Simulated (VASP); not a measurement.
# ZnCdSi2P4 (P1) in VASP: single point with PBEsol

Aim: the single point of ZnCdSi2P4 with PBEsol.

Program: VASP 6.6.1. These are calculated values, not measurements. Logs are shortened: lines on timing, memory, paths and dates and some standing lists are left out, and cuts for length are marked.

## Step 1: The cell of the first run

The typed cell holds 16 atoms: a = 5.463 Å, b = 5.463 Å, c = 10.466 Å, α = 90.00°, β = 90.00°, γ = 90.00°.

## Step 2: Single point, PBEsol, collinear spin

Input file INCAR:

```
ALGO     = Normal         # electronic algorithm
EDIFF    = 1E-6           # SCF threshold, eV
ENCUT    = 500            # plane-wave cutoff, eV
GGA      = PS             # functional
GGA_COMPAT= False        
ISIF     = 2              # what is computed and relaxed
ISMEAR   = -1             # smearing method
ISPIN    = 2              # spin polarisation
LASPH    = True           # aspherical terms in the spheres
LCHARG   = True           # write CHGCAR
LELF     = True           # ELF
LORBIT   = 11             # projections on sites
LREAL    = False          # projectors in reciprocal space
LVHAR    = True         
LWAVE    = False          # write WAVECAR
MAGMOM   = 0.5 0.5 0.5 0.5 0.5 0.5 0.5 0.5 0.5 0.5 0.5 0.5 0.5 0.5 0.5 0.5 # initial moments
NBANDS   = 70             # bands
NELM     = 200            # most SCF steps
PREC     = Accurate       # precision mode
SIGMA    = 0.05           # smearing width, eV
```

Input file KPOINTS:

```
k-points
0
Gamma
  2 2 2
```

Input file POSCAR:

```
ZnCdSi2P4
1.0
    5.4634310000     -0.0000280000     -0.0000100000
   -0.0000280000      5.4634310000     -0.0000100000
   -0.0000180000     -0.0000180000     10.4662520000
Zn Cd Si P
2 2 4 8
Direct
    0.0318850000      0.9959210000      0.9961590000
    0.4824760000      0.0011980000      0.7480960000
    0.0054790000      0.5188710000      0.2491680000
    0.5076310000      0.4938790000      0.4980720000
    0.0312880000      0.9991520000      0.5153200000
    0.5271510000      0.9920580000      0.2452900000
    0.5014990000      0.4997500000      0.0002620000
    0.0090780000      0.5059520000      0.7615290000
    0.2637260000      0.2414200000      0.1285360000
    0.2390700000      0.2817680000      0.6138950000
    0.7117300000      0.7219930000      0.1233160000
    0.7391280000      0.2192560000      0.3586420000
    0.2756660000      0.7515420000      0.3827450000
    0.2577730000      0.7239500000      0.8763170000
    0.7928410000      0.7579690000      0.6249280000
    0.7513860000      0.2703650000      0.8776940000
```

Potentials or basis: VASP PAW PBE potentials, release 64 (Zn, Cd, Si, P).

The run is started by

```
$ cat potpaw_PBE.64/Zn/POTCAR potpaw_PBE.64/Cd/POTCAR potpaw_PBE.64/Si/POTCAR potpaw_PBE.64/P/POTCAR > POTCAR
$ mpirun -np 1 vasp_std > vasp.out
```

OUTCAR:

```text
EDIFF = 1E-6
   ENCUT = 500
   GGA = PS
   ISIF = 2
   ISMEAR = -1
   ISPIN = 2
   LASPH = True
   LORBIT = 11
   LREAL = False
   NELM = 200
   PREC = Accurate

 ion  position               nearest neighbor table
   1  0.032  0.996  0.996-  14 2.30   9 2.31  16 2.48  11 2.66
   2  0.482  0.001  0.748-  14 2.37  10 2.47  16 2.48  15 2.51
   3  0.005  0.519  0.249-  11 2.35  13 2.40   9 2.43  12 2.47   4 3.77
   4  0.508  0.494  0.498-  10 2.23  13 2.25  12 2.45  15 2.50   3 3.77
   5  0.031  0.999  0.515-  10 2.18  15 2.18  13 2.35  12 2.59
   6  0.527  0.992  0.245-  12 2.07  11 2.20   9 2.33  13 2.38
   7  0.501  0.500  0.000-  11 2.11  14 2.23  16 2.25   9 2.34
   8  0.009  0.506  0.762-  14 2.17  16 2.26  15 2.31  10 2.34
   9  0.264  0.241  0.129-   1 2.31   6 2.33   7 2.34   3 2.43
  10  0.239  0.282  0.614-   5 2.18   4 2.23   8 2.34   2 2.47
  11  0.712  0.722  0.123-   7 2.11   6 2.20   3 2.35   1 2.66
  12  0.739  0.219  0.359-   6 2.07   4 2.45   3 2.47   5 2.59
  13  0.276  0.752  0.383-   4 2.25   5 2.35   6 2.38   3 2.40
  14  0.258  0.724  0.876-   8 2.17   7 2.23   1 2.30   2 2.37
  15  0.793  0.758  0.625-   5 2.18   8 2.31   4 2.50   2 2.51
  16  0.751  0.270  0.878-   7 2.25   8 2.26   1 2.48   2 2.48

  LATTYP: Found a base centered orthorhombic cell.
 ALAT       =     7.7264186193
 B/A-ratio  =     1.0000102500
 C/A-ratio  =     1.3546058680

  Lattice vectors:

 A1 = (  -5.4634310000,   0.0000280000,   0.0000100000)
 A2 = (   0.0000280000,  -5.4634310000,   0.0000100000)
 A3 = (  -0.0000180000,  -0.0000180000,  10.4662520000)

Analysis of symmetry for initial positions (statically):
=====================================================================
 Subroutine PRICEL returns:
 Original cell was already a primitive cell.

 Routine SETGRP: Setting up the symmetry group for a
 base centered orthorhombic supercell.

 Subroutine GETGRP returns: Found  1 space group operations
 (whereof  1 operations were pure point group operations)
 out of a pool of  8 trial point group operations.

The static configuration has the point symmetry C_1 .

Analysis of symmetry for dynamics (positions and initial velocities):
=====================================================================
 Subroutine PRICEL returns:
 Original cell was already a primitive cell.

 Routine SETGRP: Setting up the symmetry group for a
 base centered orthorhombic supercell.

 Subroutine GETGRP returns: Found  1 space group operations
 (whereof  1 operations were pure point group operations)
 out of a pool of  8 trial point group operations.

The dynamic configuration has the point symmetry C_1 .

Analysis of structural, dynamic, and magnetic symmetry:
=====================================================================
 Subroutine PRICEL returns:
 Original cell was already a primitive cell.

 Routine SETGRP: Setting up the symmetry group for a
 base centered orthorhombic supercell.

 Subroutine GETGRP returns: Found  1 space group operations
 (whereof  1 operations were pure point group operations)
 out of a pool of  8 trial point group operations.

The overall configuration has the point symmetry C_1 .

 Subroutine INISYM returns: Found  1 space group operations
 (whereof  1 operations are pure point group operations),
 and found     1 'primitive' translations

----------------------------------------------------------------------------------------

                                     Primitive cell

  volume of cell :     312.4080

  direct lattice vectors                    reciprocal lattice vectors
     5.463431000 -0.000028000 -0.000010000     0.183035166  0.000000938  0.000000315
    -0.000028000  5.463431000 -0.000010000     0.000000938  0.183035166  0.000000315
    -0.000018000 -0.000018000 10.466252000     0.000000175  0.000000175  0.095545187

  length of vectors
     5.463431000  5.463431000 10.466252000     0.183035166  0.183035166  0.095545187

  position of ions in fractional coordinates (direct lattice)
     0.031885000  0.995921000  0.996159000
[... 73 lines left out ...]
   total plane-waves  NPLWV = 128000
   dimension x,y,z NGX =    40 NGY =   40 NGZ =   80
   dimension x,y,z NGXF=    80 NGYF=   80 NGZF=  160
   ions per type =               2   2   4   8
   NGX,Y,Z   is equivalent  to a cutoff of  12.17, 12.17, 12.71 a.u.
   NGXF,Y,Z  is equivalent  to a cutoff of  24.34, 24.34, 25.41 a.u.
 SYSTEM =  unknown system
   PREC   = accura    normal or accurate (medium, high low for compatibility)
   ISTART =      0    job   : 0-new  1-cont  2-samecut
   ICHARG =      2    charge: 1-file 2-atom 10-const
   ISPIN  =      2    spin polarized calculation?
   LNONCOLLINEAR =      F non collinear calculations
   LSORBIT =      F    spin-orbit coupling
   LASPH  =      T    aspherical Exc in radial PAW
   ENCUT  =  500.0 eV  36.75 Ry    6.06 a.u.   9.96  9.96 19.08*2*pi/ulx,y,z
   NELM   =    200;   NELMIN=  2; NELMDL= -5     # of ELM steps
   EDIFF  = 0.1E-05   stopping-criterion for ELM
   LREAL  =      F    real-space projection
   EDIFFG = 0.1E-04   stopping-criterion for IOM
   NSW    =      0    number of steps for IOM
   IBRION =     -1    ionic relax: 0-MD 1-quasi-New 2-CG
   NFREE  =      0    steps in history (QN), initial steepest desc. (CG)
   ISIF   =      2    stress and relaxation
   ISYM   =      2    0-nonsym 1-usesym 2-fastsym
   POTIM  = 0.5000    time-step for ionic-motion
   TEBEG  =    0.0;   TEEND  =   0.0 temperature during run
   PSTRESS=    0.0 pullay stress
   NELECT =     104.0000    total number of electrons
   NUPDOWN=      -1.0000    fix difference up-down
   EMIN   =  10.00;   EMAX   =-10.00  energy-range for DOS
   EFERMI =   0.00;   METHOD = LEGACY
   ISMEAR =    -1;   SIGMA  =   0.05  broadening in eV -4-tet -1-fermi 0-gaus
   EFERMI_NEDOS =   21; number of points for ismear=-14 and -15
   IALGO  =     38    algorithm
   IMIX   =      4    mixing-type and parameters
     AMIX     =   0.40;   BMIX     =  1.00
     AMIX_MAG =   1.60;   BMIX_MAG =  1.00
  volume/ion in A,a.u.               =      19.53       131.76
  Fermi-wavevector in a.u.,A,eV,Ry     =   1.134606  2.144095 17.515212  1.287332
  Thomas-Fermi vector in A             =   2.271311
   LORBIT       =     11    0 simple, 1 ext, 2 COOP (PROOUT), +10 PAW based schemes
   GGA     = PS    functional components
   LHFCALC =     F    Hartree Fock is set to
   AEXX    =    0.0000 exact exchange contribution
   IVDW    =     0    specifies the selected vdW correction
   LEPSILON=     F    determine dielectric tensor
   LRPA    =     F    only Hartree local field effects (RPA)
 spin polarized calculation
  energy-cutoff  :      500.00
  volume of cell :      312.41
 maximum number of plane-waves:      7992
 NGX is ok and might be reduce to    40
   NGX = 19   NGY = 19   NGZ = 39

 number of electron     104.0000035 magnetization       0.0004497

 number of electron     104.0000035 magnetization      -0.0000174

 Free energy of the ion-electron system (eV)
  ---------------------------------------------------
  ext. energy  EPLUGINS =         0.00000000
  ---------------------------------------------------
  free energy    TOTEN  =       -75.73633766 eV

  energy without entropy =      -75.73626560  energy(sigma->0) =      -75.73630163

 E-fermi :   5.2211     XC(G=0):  -9.9949

 val. band max:        4.8177735621   @ k =   0.0000   0.0000   0.0000
 cond. band min:       5.6245032943   @ k =   0.0000   0.0000   0.0000
 fundamental gap:      0.8067297322
 Fermi energy:         5.2210919932

 spin component 1

 k-point     1 :       0.0000    0.0000    0.0000
  band No.  band energies     occupation
      1      -8.5427      1.00000
      2      -7.6635      1.00000
      3      -7.5208      1.00000
      4      -6.2640      1.00000
      5      -6.1050      1.00000
      6      -5.9356      1.00000
[... 525 lines left out ...]
     63       8.3521      0.00000
     64       8.5097      0.00000
 Fermi energy:         5.2210919932

 spin component 2

 k-point     1 :       0.0000    0.0000    0.0000
  band No.  band energies     occupation
      1      -8.5427      1.00000
      2      -7.6635      1.00000
      3      -7.5208      1.00000
      4      -6.2640      1.00000
      5      -6.1051      1.00000
      6      -5.9356      1.00000
[... 525 lines left out ...]
     63       8.3521      0.00000
     64       8.5097      0.00000
 [bands above 64 left out]

------------------------ aborting loop because EDIFF is reached ----------------------------------------

  FORCE on cell =-STRESS in cart. coord.  units (eV):
  Direction    XX          YY          ZZ          XY          YZ          ZX
  --------------------------------------------------------------------------------------
  -------------------------------------------------------------------------------------
  Total        9.2936745      8.7348585      6.6867026      3.8245463      2.0076877      3.4231682
  in kB       47.6624025     44.7965267     34.2926053     19.6141002     10.2963814     17.5556415
  external PRESSURE =      42.2505115 kB  Pullay stress =       0.0000000 kB

 VOLUME and BASIS-vectors are now :
 -----------------------------------------------------------------------------
  energy-cutoff  :      500.00
  volume of cell :      312.41
      direct lattice vectors                 reciprocal lattice vectors
     5.463431000 -0.000028000 -0.000010000     0.183035166  0.000000938  0.000000315
    -0.000028000  5.463431000 -0.000010000     0.000000938  0.183035166  0.000000315
    -0.000018000 -0.000018000 10.466252000     0.000000175  0.000000175  0.095545187

 POSITION                                       TOTAL-FORCE (eV/Angst)
 -----------------------------------------------------------------------------------
      0.17416      5.44113     10.42604        -1.013246      0.023479      0.248415
      2.63596      0.00652      7.82976         0.573914      0.269666     -0.308713
      0.02992      2.83481      2.60785         0.202263     -0.428411      0.426360
      2.77338      2.69825      5.21294         3.022028      0.057963     -0.093001
      0.17090      5.45879      5.39346        -0.556932     -0.078823     -2.311865
      2.88002      5.42002      2.56725        -2.661862     -1.048961     -0.510070
[... 8 lines left out ...]
      4.33160      4.14108      6.54064        -0.368509     -0.030655      1.404490
      4.10512      1.47708      9.18616         0.120094     -0.616382     -0.168496
 -----------------------------------------------------------------------------------
    total drift:                               -0.000618      0.000036      0.001469

  FREE ENERGIE OF THE ION-ELECTRON SYSTEM (eV)
  ---------------------------------------------------
  free  energy   TOTEN  =       -75.7363376626 eV

  energy  without entropy=      -75.7362656016  energy(sigma->0) =      -75.73630163

 total charge

# of ion       s       p       d       tot
------------------------------------------
    1        0.569   0.502   9.750  10.822
    2        0.552   0.467   9.749  10.768
    3        0.524   0.522   9.497  10.544
    4        0.556   0.596   9.502  10.654
    5        0.741   0.845   0.000   1.586
    6        0.737   0.900   0.000   1.638
[... 8 lines left out ...]
   15        1.019   1.519   0.000   2.538
   16        1.019   1.500   0.000   2.520
--------------------------------------------------
tot         13.310  17.909  38.498  69.717

 magnetization (x)

# of ion       s       p       d       tot
------------------------------------------
    1        0.000   0.000   0.000   0.000
    2        0.000   0.000   0.000   0.000
    3        0.000   0.000  -0.000   0.000
    4        0.000   0.000  -0.000   0.000
    5        0.000   0.000   0.000   0.000
    6        0.000   0.000   0.000   0.000
[... 8 lines left out ...]
   15       -0.000  -0.000   0.000  -0.000
   16       -0.000  -0.000   0.000  -0.000
--------------------------------------------------
tot          0.000  -0.000  -0.000  -0.000
```

It took 5.8 min on 1 thread of Intel Xeon Platinum 8559C (Emerald Rapids), shared host; peak memory 0.57 GiB.

Results:

```yaml
Free_energy: -75.7363 eV
Pressure: 4.2 GPa
Largest_force: 4.167 eV/Å
Band_gap_on_the_k_mesh: 0.81 eV
Net_moment: 0.00 μB per cell
Valence_electrons_inside_the_program's_atomic_spheres: Zn 10.82, 10.77; Cd 10.54, 10.65; Si 1.59, 1.64, 1.61 (each value once); P 2.53, 2.57, 2.60, 2.55, 2.58, 2.54, 2.52 (each value once)
```

Forces in eV/Å, atoms in the order of the input:
```
Zn  -1.013  0.023  0.248
Zn   0.574  0.270 -0.309
Cd   0.202 -0.428  0.426
Cd   3.022  0.058 -0.093
Si  -0.557 -0.079 -2.312
Si  -2.662 -1.049 -0.510
Si  -0.908 -1.622 -0.247
Si  -0.716 -0.457 -1.340
P    1.350 -0.536 -0.820
P   -1.764 -1.885  3.272
P    0.972  2.278 -0.571
P    2.515 -0.331  2.220
P   -1.218  3.751 -1.258
P    0.451  0.654  0.058
P   -0.369 -0.031  1.404
P    0.120 -0.616 -0.168
```

Caveat: the k points lie up to 0.58 Å⁻¹ apart; the PAW data sets were made with another functional, which shifts forces and pressure a little. A k mesh can miss the band edges.
